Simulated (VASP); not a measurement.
# CaF2 (Fm-3m) in VASP: notebook, part 2 of 2

VASP 6.6.1. The steps go on from the part before.

### Step 3. Single point, PBE (strain -2.0%)

Input file INCAR:

```
SYSTEM = CaF2
PREC = Accurate ; ENCUT = 600
EDIFF = 1E-6 ; ISMEAR = -1
SIGMA = 0.02 ; LREAL = .FALSE.
LASPH = .TRUE. ; NELM = 120
ALGO = Normal ; ISIF = 2
LWAVE = .FALSE. ; LCHARG = .FALSE.
GGA = PE ; NBANDS = 19
GGA_COMPAT = .FALSE.
```

Input file KPOINTS:

```
Automatic mesh
0
G
  8 8 8
  0 0 0
```

Input file POSCAR:

```
CaF2
1.0
    0.0000000000      2.6652011144      2.6652011144
    2.6652011144      0.0000000000      2.6652011144
    2.6652011144      2.6652011144      0.0000000000
Ca F
1 2
Direct
    0.0000000000      0.0000000000      0.0000000000
    0.2500000000      0.2500000000      0.2500000000
    0.7500000000      0.7500000000      0.7500000000
```

Potentials or basis: VASP PAW PBE potentials, release 64 (Ca_sv, F).

Launch:

```sh
$ cat potpaw_PBE.64/Ca_sv/POTCAR potpaw_PBE.64/F/POTCAR > POTCAR
$ mpirun -np 1 vasp_std > vasp.out
```

OUTCAR:

```text
SYSTEM = CaF2
   PREC = Accurate
   ENCUT = 600
   EDIFF = 1E-6
   ISMEAR = -1
   LREAL = .FALSE.
   LASPH = .TRUE.
   NELM = 120
   ISIF = 2
   GGA = PE

 ion  position               nearest neighbor table
   1  0.000  0.000  0.000-   3 2.31   3 2.31   2 2.31   2 2.31   3 2.31   2 2.31   3 2.31   2 2.31

   2  0.250  0.250  0.250-   1 2.31   1 2.31   1 2.31   1 2.31
   3  0.750  0.750  0.750-   1 2.31   1 2.31   1 2.31   1 2.31

  LATTYP: Found a face centered cubic cell.
 ALAT       =     5.3304022288

  Lattice vectors:

 A1 = (   0.0000000000,   2.6652011144,   2.6652011144)
 A2 = (   2.6652011144,   0.0000000000,   2.6652011144)
 A3 = (   2.6652011144,   2.6652011144,   0.0000000000)

Analysis of symmetry for initial positions (statically):
=====================================================================
 Subroutine PRICEL returns:
 Original cell was already a primitive cell.

 Routine SETGRP: Setting up the symmetry group for a
 face centered cubic supercell.

 Subroutine GETGRP returns: Found 48 space group operations
 (whereof 48 operations were pure point group operations)
 out of a pool of 48 trial point group operations.

The static configuration has the point symmetry O_h .

Analysis of symmetry for dynamics (positions and initial velocities):
=====================================================================
 Subroutine PRICEL returns:
 Original cell was already a primitive cell.

 Routine SETGRP: Setting up the symmetry group for a
 face centered cubic supercell.

 Subroutine GETGRP returns: Found 48 space group operations
 (whereof 48 operations were pure point group operations)
 out of a pool of 48 trial point group operations.

The dynamic configuration has the point symmetry O_h .

 Subroutine INISYM returns: Found 48 space group operations
 (whereof 48 operations are pure point group operations),
 and found     1 'primitive' translations

----------------------------------------------------------------------------------------

                                     Primitive cell

  volume of cell :      37.8634

  direct lattice vectors                    reciprocal lattice vectors
     0.000000000  2.665201114  2.665201114    -0.187603103  0.187603103  0.187603103
     2.665201114  0.000000000  2.665201114     0.187603103 -0.187603103  0.187603103
     2.665201114  2.665201114  0.000000000     0.187603103  0.187603103 -0.187603103

  length of vectors
     3.769163562  3.769163562  3.769163562     0.324938107  0.324938107  0.324938107

  position of ions in fractional coordinates (direct lattice)
     0.000000000  0.000000000  0.000000000
     0.250000000  0.250000000  0.250000000
     0.750000000  0.750000000  0.750000000

  ion indices of the primitive-cell ions
   primitive index   ion index
                 1           1
                 2           2
                 3           3

----------------------------------------------------------------------------------------

 KPOINTS: Automatic mesh

Automatic generation of k-mesh.
 Grid dimensions read from file:
 generate k-points for:    8    8    8

 Generating k-lattice:

  Cartesian coordinates                     Fractional coordinates (reciprocal lattice)
    -0.023450388  0.023450388  0.023450388     0.125000000  0.000000000  0.000000000
     0.023450388 -0.023450388  0.023450388     0.000000000  0.125000000  0.000000000
     0.023450388  0.023450388 -0.023450388     0.000000000  0.000000000  0.125000000

  Length of vectors
     0.040617263  0.040617263  0.040617263

  Shift w.r.t. Gamma in fractional coordinates (k-lattice)
     0.000000000  0.000000000  0.000000000

 Subroutine IBZKPT returns following result:
 ===========================================

 Found     29 irreducible k-points:

 Following reciprocal coordinates:
            Coordinates               Weight
  0.000000  0.000000  0.000000      1.000000
  0.125000  0.000000  0.000000      8.000000
  0.250000  0.000000  0.000000      8.000000
  0.375000  0.000000  0.000000      8.000000
  0.500000  0.000000  0.000000      4.000000
  0.125000  0.125000  0.000000      6.000000
[... 16 lines left out ...]
  0.500000  0.250000  0.125000     48.000000
 -0.375000  0.250000  0.125000     24.000000
 [... further k-points ...]
   k-points           NKPTS =     29   k-points in BZ     NKDIM =     29   number of bands    NBANDS=     19
   number of dos      NEDOS =    301   number of ions     NIONS =      3
   total plane-waves  NPLWV =  27000
   dimension x,y,z NGX =    30 NGY =   30 NGZ =   30
   dimension x,y,z NGXF=    60 NGYF=   60 NGZF=   60
   ions per type =               1   2
   NGX,Y,Z   is equivalent  to a cutoff of  13.23, 13.23, 13.23 a.u.
   NGXF,Y,Z  is equivalent  to a cutoff of  26.46, 26.46, 26.46 a.u.
 SYSTEM =  CaF2
   PREC   = accura    normal or accurate (medium, high low for compatibility)
   ISTART =      0    job   : 0-new  1-cont  2-samecut
   ICHARG =      2    charge: 1-file 2-atom 10-const
   ISPIN  =      1    spin polarized calculation?
   LNONCOLLINEAR =      F non collinear calculations
   LSORBIT =      F    spin-orbit coupling
   LASPH  =      T    aspherical Exc in radial PAW
   ENCUT  =  600.0 eV  44.10 Ry    6.64 a.u.   7.53  7.53  7.53*2*pi/ulx,y,z
   NELM   =    120;   NELMIN=  2; NELMDL= -5     # of ELM steps
   EDIFF  = 0.1E-05   stopping-criterion for ELM
   LREAL  =      F    real-space projection
   EDIFFG = 0.1E-04   stopping-criterion for IOM
   NSW    =      0    number of steps for IOM
   IBRION =     -1    ionic relax: 0-MD 1-quasi-New 2-CG
   NFREE  =      0    steps in history (QN), initial steepest desc. (CG)
   ISIF   =      2    stress and relaxation
   ISYM   =      2    0-nonsym 1-usesym 2-fastsym
   POTIM  = 0.5000    time-step for ionic-motion
   TEBEG  =    0.0;   TEEND  =   0.0 temperature during run
   PSTRESS=    0.0 pullay stress
   NELECT =      24.0000    total number of electrons
   NUPDOWN=      -1.0000    fix difference up-down
   EMIN   =  10.00;   EMAX   =-10.00  energy-range for DOS
   EFERMI =   0.00;   METHOD = LEGACY
   ISMEAR =    -1;   SIGMA  =   0.02  broadening in eV -4-tet -1-fermi 0-gaus
   EFERMI_NEDOS =   21; number of points for ismear=-14 and -15
   IALGO  =     38    algorithm
   IMIX   =      4    mixing-type and parameters
     AMIX     =   0.40;   BMIX     =  1.00
     AMIX_MAG =   1.60;   BMIX_MAG =  1.00
  volume/ion in A,a.u.               =      12.62        85.17
  Fermi-wavevector in a.u.,A,eV,Ry     =   1.406280  2.657485 26.907216  1.977625
  Thomas-Fermi vector in A             =   2.528657
   LORBIT       =      0    0 simple, 1 ext, 2 COOP (PROOUT), +10 PAW based schemes
   GGA     = PE    functional components
   LHFCALC =     F    Hartree Fock is set to
   AEXX    =    0.0000 exact exchange contribution
   IVDW    =     0    specifies the selected vdW correction
   LEPSILON=     F    determine dielectric tensor
   LRPA    =     F    only Hartree local field effects (RPA)
 non-spin polarized calculation
  energy-cutoff  :      600.00
  volume of cell :       37.86
 maximum number of plane-waves:      1283
   NGX = 15   NGY = 15   NGZ = 15

 number of electron      23.9999997 magnetization

 Free energy of the ion-electron system (eV)
  ---------------------------------------------------
  ext. energy  EPLUGINS =         0.00000000
  ---------------------------------------------------
  free energy    TOTEN  =       -17.21852511 eV

  energy without entropy =      -17.21852511  energy(sigma->0) =      -17.21852511

 E-fermi :  -0.0373     XC(G=0): -10.0005

 val. band max:       -0.5609233780   @ k =   0.5000   0.5000   0.0000
 cond. band min:       7.1641281989   @ k =   0.0000   0.0000   0.0000
 fundamental gap:      7.7250515768
 Fermi energy:        -0.0372697762

 k-point     1 :       0.0000    0.0000    0.0000
  band No.  band energies     occupation
      1     -36.2423      2.00000
      2     -20.6816      2.00000
      3     -19.7943      2.00000
      4     -17.1786      2.00000
      5     -17.1786      2.00000
      6     -17.1786      2.00000
[... 11 lines left out ...]
     18      11.2552      0.00000
     19      17.0086      0.00000
[... 485 lines left out ...]
 k-point    24 :      -0.3750    0.2500    0.1250
  band No.  band energies     occupation
      1     -36.1836      2.00000
      2     -20.7589      2.00000
      3     -20.4971      2.00000
      4     -17.2705      2.00000
      5     -17.0045      2.00000
      6     -16.7106      2.00000
[... 11 lines left out ...]
     18      12.4827      0.00000
     19      14.5409      0.00000

 [... further k-points ...]

------------------------ aborting loop because EDIFF is reached ----------------------------------------

  FORCE on cell =-STRESS in cart. coord.  units (eV):
  Direction    XX          YY          ZZ          XY          YZ          ZX
  --------------------------------------------------------------------------------------
  -------------------------------------------------------------------------------------
  Total        2.3794994      2.3794994      2.3794994      0.0000000      0.0000000     -0.0000000
  in kB      100.6876566    100.6876566    100.6876566      0.0000000      0.0000000     -0.0000000
  external PRESSURE =     100.6876566 kB  Pullay stress =       0.0000000 kB

 VOLUME and BASIS-vectors are now :
 -----------------------------------------------------------------------------
  energy-cutoff  :      600.00
  volume of cell :       37.86
      direct lattice vectors                 reciprocal lattice vectors
     0.000000000  2.665201114  2.665201114    -0.187603103  0.187603103  0.187603103
     2.665201114  0.000000000  2.665201114     0.187603103 -0.187603103  0.187603103
     2.665201114  2.665201114  0.000000000     0.187603103  0.187603103 -0.187603103

 POSITION                                       TOTAL-FORCE (eV/Angst)
 -----------------------------------------------------------------------------------
      0.00000      0.00000      0.00000         0.000000      0.000000     -0.000000
      1.33260      1.33260      1.33260        -0.000000     -0.000000     -0.000000
      3.99780      3.99780      3.99780         0.000000      0.000000      0.000000
 -----------------------------------------------------------------------------------
    total drift:                                0.000000     -0.000000      0.000000

  FREE ENERGIE OF THE ION-ELECTRON SYSTEM (eV)
  ---------------------------------------------------
  free  energy   TOTEN  =       -17.2185251146 eV

  energy  without entropy=      -17.2185251146  energy(sigma->0) =      -17.21852511
```

stdout:

```text
POSCAR found type information on POSCAR CaF
 POSCAR found :  2 types and       3 ions
 scaLAPACK will be used
 LDA part: xc-table for (Slater+PW92), standard interpolation
 POSCAR, INCAR and KPOINTS ok, starting setup
 FFT: planning ... GRIDC
 FFT: planning ... GRID_SOFT
 FFT: planning ... GRID
 WAVECAR not read
 entering main loop
```

Run time: 28 s. Hardware: 1 thread of Intel Xeon 6975P-C, shared host; peak memory 0.18 GiB.

Results:

| Item | Value |
| --- | --- |
| Free energy | -17.2185 eV |
| Pressure | 10.1 GPa |
| Band gap on the k mesh | 7.72 eV, indirect (least direct gap 7.99 eV) |

Levels at points of the mesh, in eV from the valence-band top:
```csv
k point,band 10,band 11,band 12,band 13,band 14,band 15
"(0.00, 0.00, 0.00)",-0.27,-0.27,-0.27,7.73,9.45,9.45
"(0.50, 0.00, 0.00)",-1.33,-0.88,-0.88,9.70,9.70,10.23
"(0.50, 0.50, 0.00)",-0.41,-0.41,0.00,8.32,9.95,10.48
```

Caveat: the cell differs from its parent crystal (strain -2.0%). A k mesh can miss the band edges.

### Step 4. Single point, PBE (strain -1.0%)

Input file INCAR:

```
SYSTEM = CaF2
PREC = Accurate ; ENCUT = 600
EDIFF = 1E-6 ; ISMEAR = -1
SIGMA = 0.02 ; LREAL = .False.
LASPH = .True. ; NELM = 120
ALGO = Normal ; ISIF = 2
LWAVE = .False. ; LCHARG = .False.
GGA = PE ; NBANDS = 19
GGA_COMPAT = .False.
```

Input file KPOINTS:

```
regular mesh
0
Gamma
  8 8 8
  0 0 0
```

Input file POSCAR:

```
CaF2
1.0
    0.0000000000      2.6923970441      2.6923970441
    2.6923970441      0.0000000000      2.6923970441
    2.6923970441      2.6923970441      0.0000000000
Ca F
1 2
Direct
    0.0000000000      0.0000000000      0.0000000000
    0.2500000000      0.2500000000      0.2500000000
    0.7500000000      0.7500000000      0.7500000000
```

Launch:

```sh
$ cat potpaw_PBE.64/Ca_sv/POTCAR potpaw_PBE.64/F/POTCAR > POTCAR
$ mpirun -np 1 vasp_std > vasp.out
```

Wall time 26 s (1 thread of Intel Xeon 6975P-C, shared host); peak memory 0.18 GiB.

The run converged. Its results:

```yaml
Free_energy: -17.2821 eV
Pressure: 6.6 GPa
Band_gap_on_the_k_mesh: 7.54 eV, indirect (least direct gap 7.80 eV)
```

Levels at points of the mesh, in eV from the valence-band top:
| k point | band 10 | band 11 | band 12 | band 13 | band 14 | band 15 |
| --- | --- | --- | --- | --- | --- | --- |
| (0.00, 0.00, 0.00) | -0.26 | -0.26 | -0.26 | 7.54 | 9.33 | 9.33 |
| (0.50, 0.00, 0.00) | -1.29 | -0.86 | -0.86 | 9.57 | 9.57 | 10.03 |
| (0.50, 0.50, 0.00) | -0.39 | -0.39 | 0.00 | 8.24 | 9.77 | 10.32 |

Caveat: the cell differs from its parent crystal (strain -1.0%).

### Step 5. Summary

```csv
cell,gap on the mesh (eV),pressure (GPa)
"a = 3.731 Å, angles 60.0°, 3 atoms",7.92,14.0
"a = 3.769 Å, angles 60.0°, 3 atoms",7.72,10.1
"a = 3.808 Å, angles 60.0°, 3 atoms",7.54,6.6
```

Alike in all rows: task single point; level PBE; potentials or basis VASP PAW PBE potentials, release 64 (Ca_sv, F); no spin polarisation; k mesh 8 × 8 × 8; cutoff (eV) 600; smearing fermi-dirac 0.02 eV.

Total energies depend on the potentials used, so only differences within one code and one set of settings carry meaning.
